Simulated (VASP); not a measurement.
HPbNO4, 7 atoms in the cell. The typed cell holds 7 atoms: a = 4.247 Å, b = 5.572 Å, c = 5.632 Å, α = 100.02°, β = 111.92°, γ = 111.82°. 

```yaml
Program: VASP 6.6.1
Task: single point
Functional: PBE
Potentials_or_basis: VASP PAW PBE potentials, release 64 (H, Pb_d, N, O)
Cutoff: 520 eV
k_mesh: 6 × 4 × 4
Occupations: fermi-dirac, width 0.05 eV
Spin: no spin polarisation
Dipole_correction: no
Further_INCAR_settings: ALGO = Normal; EDIFF = 1e-06; NBANDS = 31
```

Potentials or basis: VASP PAW PBE potentials, release 64 (H, Pb_d, N, O).

The run is started by

```console
$ cat potpaw_PBE.64/H/POTCAR potpaw_PBE.64/Pb_d/POTCAR potpaw_PBE.64/N/POTCAR potpaw_PBE.64/O/POTCAR > POTCAR
$ mpirun -np 1 vasp_std > vasp.out
```

Hardware: 1 thread of AMD EPYC 9R45 96-Core Processor (Zen 5), with other jobs on the host.

Q: How long does it take, and how much memory?

A: It took 89 s on 1 thread of AMD EPYC 9R45 96-Core Processor (Zen 5) (shared host), peak memory 0.3 GiB. Counts: scf iterations 15, k points 52.
